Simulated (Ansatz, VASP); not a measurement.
**One calculation of PbS, two programs**

POSCAR

```
PbS
1.0
    0.0000000000      2.9705684010      2.9705684010
    2.9705684010      0.0000000000      2.9705684010
    2.9705684010      2.9705684010      0.0000000000
Pb S
1 1
Direct
    0.0000000000      0.0000000000      0.0000000000
    0.5000000000      0.5000000000      0.5000000000
```

INCAR.step1

```
SYSTEM = PbS
PREC = Accurate
ENCUT = 520
EDIFF = 1E-5
ISMEAR = 0
SIGMA = 0.01
LREAL = .False.
LASPH = .True.
NELM = 100
ALGO = Normal
ISIF = 2
LWAVE = .True.
LCHARG = .False.
GGA = PE
NBANDS = 17
```

Contents of INCAR.step2:

```
SYSTEM = PbS
PREC = Accurate
ENCUT = 520
EDIFF = 1E-6
ISMEAR = 0
SIGMA = 0.01
LREAL = .False.
LASPH = .True.
NELM = 100
ALGO = Normal
ISIF = 2
LWAVE = .False.
LCHARG = .False.
GGA = PE
LHFCALC = .True.
AEXX = 0.25
PRECFOCK = Normal
ISTART = 1
NBANDS = 17
```

KPOINTS

```
regular mesh
0
Gamma
  6 6 6
  0 0 0
```

Input for Ansatz:

```yaml
crystal:
  lattice:
    - [0.0, 2.970568401, 2.970568401]
    - [2.970568401, 0.0, 2.970568401]
    - [2.970568401, 2.970568401, 0.0]
  atoms:
    - { symbol: Pb, position: [0.0, 0.0, 0.0] }
    - { symbol: S, position: [0.5, 0.5, 0.5] }
kpoints:
  mp_grid: { grid: [6, 6, 6] }
  band_path:
    path:
      - [0.0, 0.0, 0.0]
      - [0.5, 0.0, 0.5]
      - [0.625, 0.25, 0.625]
      - [0.375, 0.375, 0.75]
      - [0.5, 0.5, 0.5]
      - [0.5, 0.25, 0.75]
    npoints: 1
hamiltonian:
  xc: pbe0
scf:
  occupations: { method: fixed }
  n_extra_bands: 4
output:
  forces: true
  stress: true
  eigenvalues: true
```

Alike in both runs: task single point; functional PBE0; k mesh 6 × 6 × 6; no spin polarisation.

```csv
,VASP,Ansatz
version,VASP 6.6.1,Ansatz 0.2.0
potentials or method,"VASP PAW PBE potentials, release 64 (Pb_d, S)","plane waves, PAW"
plane-wave cutoff (eV),520,420
occupations,"gaussian, width 0.01 eV",fixed
valence electrons in the cell,20,20
```

VASP gave:

- gap on the k mesh at the Fermi level (eV): 1.42
- pressure (GPa): 0.7

**Question.** What did Ansatz give for the same quantities?

**Answer.** gap on the k mesh at the Fermi level (eV): 1.38; pressure (GPa): 0.9.

Ansatz's warnings: stress exchange threshold loose, stress scf threshold loose.

Spin-orbit coupling is off throughout.
